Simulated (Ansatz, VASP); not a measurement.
N: VASP beside Ansatz

The input POSCAR:

```
N
1.0
    4.1672328106      0.0000000000      0.0000000000
   -2.0836164053      3.6089294775      0.0000000000
    0.0000000000      0.0000000000      7.0060035100
N
4
Direct
    0.6666666667      0.3333333333      0.6710699600
    0.6666666667      0.3333333333      0.8289300400
    0.3333333333      0.6666666667      0.1710699600
    0.3333333333      0.6666666667      0.3289300400
```

File INCAR.step1:

```
PREC = Accurate
ENCUT = 520
EDIFF = 1E-5
ISMEAR = -1
SIGMA = 0.05
LREAL = F
LASPH = T
NELM = 80
ALGO = Normal
ISIF = 2
LWAVE = T
LCHARG = F
NBANDS = 18
GGA = PE
```

The input INCAR.step2:

```
PREC = Accurate
ENCUT = 520
EDIFF = 1E-7
ISMEAR = -1
SIGMA = 0.05
LREAL = F
LASPH = T
NELM = 80
ALGO = Normal
ISIF = 2
LWAVE = F
LCHARG = F
GGA = PE
LHFCALC = T
AEXX = 0.1
HFSCREEN = 0.2
PRECFOCK = Normal
NBANDS = 18
ISTART = 1
```

The input KPOINTS:

```
regular mesh
0
Gamma
  4 4 2
```

File input.yaml:

```yaml
crystal:
  lattice:
    - [4.1672328106, 0.0, 0.0]
    - [-2.0836164053, 3.6089294775, 0.0]
    - [0.0, 0.0, 7.00600351]
  atoms:
    - { symbol: "N", position: [0.6666666667, 0.3333333333, 0.67106996] }
    - { symbol: "N", position: [0.6666666667, 0.3333333333, 0.82893004] }
    - { symbol: "N", position: [0.3333333333, 0.6666666667, 0.17106996] }
    - { symbol: "N", position: [0.3333333333, 0.6666666667, 0.32893004] }
hamiltonian:
  xc: { exchange: pbe, correlation: pbe, exx: { coeff: 0.1, omega: 0.2 } }
  pseudopotentials: { kind: paw }
kpoints:
  mp_grid: { grid: [4, 4, 2] }
scf:
  occupations: { method: fermi_dirac, width: 0.05 }
output:
  forces: true
  stress: true
  eigenvalues: true
```

Alike in both runs: task single point; functional PBE-based screened hybrid; k mesh 4 × 4 × 2; occupations fermi-dirac, width 0.05 eV; no spin polarisation.

```csv
,VASP,Ansatz
version,VASP 6.6.1,Ansatz 0.2.0
potentials or method,"VASP PAW PBE potentials, release 64 (N)",Ansatz PAW
plane-wave cutoff (eV),520,420
valence electrons in the cell,20,20
```

Ansatz gave:

- gap on the k mesh at the Fermi level (eV): 8.09
- least direct gap on the mesh (eV): 8.31
- pressure (GPa): -1.3
- traceless stress, the component that is largest in VASP (GPa): -2.94
- rms of the force components (eV/Å): 0.782

Problem. Estimate VASP's values.

Solution. gap on the k mesh at the Fermi level (eV): 8.03; least direct gap on the mesh (eV): 8.26; pressure (GPa): 0.5; traceless stress, the component that is largest in VASP (GPa): 0.99; rms of the force components (eV/Å): 0.247.

VASP's potentials were made for PBE, not for PBE-based screened hybrid. Atom by atom the forces differ by 1.029 eV/Å (rms over components). One of these differences is far larger than is usual between the two programs; its cause wasn't traced.

The k mesh is coarse, so the values compare programs but aren't converged. Noted on VASP's run: the standard files for N, O and F lose accuracy on very short bonds.
